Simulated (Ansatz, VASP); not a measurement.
**Two plane-wave programs on SbS3**

```xyz
4
Lattice="5.0601 0.0000 0.0000 0.0000 5.0601 0.0000 0.0000 0.0000 5.0601" Properties=species:S:1:pos:R:3 pbc="T T T"
Sb    0.0000    0.0000    0.0000
S     2.5301    0.0000    0.0000
S     0.0000    2.5301    0.0000
S     0.0000    0.0000    2.5301
```

Alike in both runs: functional PBE; k mesh 10 × 10 × 10; occupations gaussian, width 0.1 eV; no spin polarisation.

Ansatz relaxed the structure, and its values are those at the end. VASP's run is a single point on that final structure, the one shown.

|  | VASP | Ansatz |
| --- | --- | --- |
| version | VASP 6.6.1 | Ansatz 0.2.0 |
| potentials or method | VASP PAW PBE potentials, release 64 (Sb, S), cutoff 520 eV | scalar-relativistic, plane waves, PAW |
| valence electrons in the cell | 23 | 33 |

```tsv
	VASP	Ansatz	Ansatz less VASP
gap on the k mesh at the Fermi level (eV)	none	none	-
pressure (GPa)	-0.1	0.0	+0.08
```

A gap of «none» marks a metal or a gap that the smearing closes. VASP's potentials hold 23 valence electrons a cell and Ansatz's 33, so a difference there can come from the potentials and not from the codes. Ansatz's warnings: xc potential rough in thin density.

Neither program's run includes spin-orbit coupling.
